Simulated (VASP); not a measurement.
Here is a VASP 6.6.1 calculation.

The input INCAR:

```
ALGO     = Normal         # electronic algorithm
EDIFF    = 1E-6           # SCF threshold, eV
ENCUT    = 520            # plane-wave cutoff, eV
GGA      = PS             # functional
ISIF     = 2              # what is computed and relaxed
ISMEAR   = -1             # smearing method
LASPH    = True           # aspherical terms in the spheres
LCHARG   = False          # write CHGCAR
LREAL    = False          # projectors in reciprocal space
LWAVE    = False          # write WAVECAR
NBANDS   = 17             # bands
NELM     = 100            # most SCF steps
PREC     = Accurate       # precision mode
SIGMA    = 0.03           # smearing width, eV
```

KPOINTS

```
k-points
0
Gamma
  10 10 10
```

File POSCAR:

```
TePb
1.0
    0.0000000000      3.2902905780      3.2902905780
    3.2902905780      0.0000000000      3.2902905780
    3.2902905780      3.2902905780      0.0000000000
Te Pb
1 1
Direct
    0.5000000000      0.5000000000      0.5000000000
    0.0000000000      0.0000000000      0.0000000000
```

Potentials or basis: VASP PAW PBE potentials, release 64 (Te, Pb_d).

Launch:

```bash
$ cat potpaw_PBE.64/Te/POTCAR potpaw_PBE.64/Pb_d/POTCAR > POTCAR
$ mpirun -np 1 vasp_std > vasp.out
```

**Question.** Predict the band gap on the k mesh.

**Answer.** 0.78 eV, direct.

**Question.** Predict the pressure.

**Answer.** -2.5 GPa.

Caveat: the PAW data sets were made with another functional, which shifts forces and pressure a little; spin-orbit coupling is left out, which moves the levels of the heavy elements. A k mesh can miss the band edges.
